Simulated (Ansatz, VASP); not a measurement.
One calculation of Te, two programs

```
CELL_PARAMETERS angstrom
-3.19282 3.19282 1.57771
3.19282 -3.19282 1.57771
3.19282 3.19282 -1.57771
ATOMIC_POSITIONS crystal
Te 0.00000 0.00000 0.00000
Te 0.75000 0.25000 0.50000
```

Alike in both runs: functional PBE; k mesh 14 × 14 × 14; occupations gaussian, width 0.1 eV; no spin polarisation.

Ansatz relaxed the structure, and its values are those at the end. VASP's run is a single point on that final structure, the one shown.

|  | VASP | Ansatz |
| --- | --- | --- |
| version | VASP 6.6.1 | Ansatz 0.2.0 |
| potentials or method | VASP PAW PBE potentials, release 64 (Te), cutoff 520 eV | scalar-relativistic, plane waves, PAW |
| valence electrons in the cell | 12 | 32 |

```tsv
	VASP	Ansatz	Ansatz less VASP
gap on the k mesh at the Fermi level (eV)	none	none	-
pressure (GPa)	-0.1	0.0	+0.05
```

A gap of «none» marks a metal or a gap that the smearing closes. VASP's potentials hold 12 valence electrons a cell and Ansatz's 32, so a difference there can come from the potentials and not from the codes.

Spin-orbit coupling is off throughout.
